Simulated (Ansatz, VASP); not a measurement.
# One calculation of BaTa3O2, two programs

```
CELL_PARAMETERS angstrom
5.64384 0.00000 0.00000
-2.82192 4.88771 0.00000
0.00000 0.00000 3.64288
ATOMIC_POSITIONS crystal
Ba 0.00000 0.00000 0.00000
Ta 0.50000 0.00000 0.50000
Ta 0.50000 0.50000 0.50000
Ta 0.00000 0.50000 0.50000
O 0.33333 0.66667 0.00000
O 0.66667 0.33333 0.00000
```

Change from the starting cell: species swapped into the DySi2Rh3 type (P6/mmm, No. 191).

Alike in both runs: task single point; functional PBE; k mesh 6 × 6 × 6; occupations gaussian, width 0.1 eV; no spin polarisation.

|  | VASP | Ansatz |
| --- | --- | --- |
| version | VASP 6.6.1 | Ansatz 0.2.0 |
| potentials or method | VASP PAW PBE potentials, release 64 (Ba_sv, Ta_sv_GW, O), cutoff 700 eV | scalar-relativistic, plane waves, PAW |
| valence electrons in the cell | 61 | 61 |

VASP gave:

* gap on the k mesh at the Fermi level (eV): none
* pressure (GPa): -2.4
* traceless stress, the component that is largest in VASP (GPa): 1.13

Task: What did Ansatz give for the same quantities?

Result: gap on the k mesh at the Fermi level (eV): none; pressure (GPa): -2.9; traceless stress, the component that is largest in VASP (GPa): 1.44.

A gap of «none» marks a metal or a gap that the smearing closes.

Spin-orbit coupling is off throughout.
